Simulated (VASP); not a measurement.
ZrC:

```xyz
2
Lattice="0.0000 2.3805 2.3805 2.3805 0.0000 2.3805 2.3805 2.3805 0.0000" Properties=species:S:1:pos:R:3 pbc="T T T"
Zr    0.0000    0.0000    0.0000
C     2.3805    2.3805    2.3805
```

```yaml
Program: VASP 6.6.1
Task: relaxation of cell and atoms
Functional: PBE
Potentials_or_basis: VASP PAW PBE potentials, release 64 (Zr_sv, C)
Cutoff: 600 eV
k_mesh: 16 × 16 × 16
Occupations: gaussian, width 0.1 eV
Spin: no spin polarisation
```

At the start: pressure -6.7 GPa; volume 13.49 Å³/atom.

Question: How do energy, volume and symmetry change on relaxing?

Answer: Over 4 steps the energy falls by 9.3 meV/atom and the volume is 13.06 Å³/atom (-3.2 %); space group Fm-3m (No. 225, to 0.05 Å).

The path:
```
step  energy change (eV)  largest force (eV/Å)  pressure (GPa)  volume (Å³)
   1              0.0000                0.0000           -6.74        26.98
   2              0.0295                0.0000           12.47        24.83
   3             -0.0187                0.0000           -0.09        26.13
   4             -0.0187                0.0000            0.04        26.11
```

Final structure:
```
Zr C
1.0
     0.00000    2.35472    2.35472
     2.35472    0.00000    2.35472
     2.35472    2.35472    0.00000
Zr C
1 1
Direct
  0.00000 0.00000 0.00000
  0.50000 0.50000 0.50000
```
